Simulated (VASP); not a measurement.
Here is a VASP 6.6.1 calculation.

Contents of INCAR:

```
SYSTEM = BaTiO3
PREC     = Accurate       ! precision mode
ENCUT    = 520            ! plane-wave cutoff, eV
EDIFF    = 1E-8           ! SCF threshold, eV
ISMEAR   = -1             ! smearing method
SIGMA    = 0.05           ! smearing width, eV
LREAL    = .False.        ! projectors in reciprocal space
LASPH    = .True.         ! aspherical terms in the spheres
NELM     = 100            ! most SCF steps
ALGO     = Normal         ! electronic algorithm
ISIF     = 2              ! what is computed and relaxed
LWAVE    = .False.        ! write WAVECAR
LCHARG   = .False.        ! write CHGCAR
GGA      = PS             ! functional
LEFG     = .True.       
NBANDS   = 28             ! bands
```

The input KPOINTS:

```
Automatic mesh
0
Gamma
  8 8 8
  0 0 0
```

POSCAR

```
BaTiO3
1.0
    4.0104855372      0.0000000000      0.0000000000
    0.0000000000      2.8558389582      2.8646469069
    0.0000000000     -2.8558389582      2.8646469069
Ba Ti O
1 1 3
Direct
    0.0000000000      0.0000000000      0.0000000000
    0.5000000000      0.5079000000      0.5079000000
    0.0000000000      0.4921000000      0.4921000000
    0.5000000000      0.5025100000      0.9937100000
    0.5000000000      0.9937100000      0.5025100000
```

Potentials or basis: VASP PAW PBE potentials, release 64 (Ba_sv, Ti_sv, O).

The run is started by

```bash
$ cat potpaw_PBE.64/Ba_sv/POTCAR potpaw_PBE.64/Ti_sv/POTCAR potpaw_PBE.64/O/POTCAR > POTCAR
$ mpirun -np 1 vasp_std > vasp.out
```

(1) What does it give for the pressure?

(2) Predict the largest force.

(3) Predict the band gap on the k mesh.

## Answers

(1) -5.7 GPa.

(2) 0.269 eV/Å.

(3) 1.71 eV (least direct gap 1.90 eV).

Caveat: the cell stands under tension; without QUAD_EFG the Cq values of the log hold for a quadrupole moment of 1 mb, not for the nuclei; the PAW data sets were made with another functional, which shifts forces and pressure a little; spin-orbit coupling is left out, which moves the levels of the heavy elements.
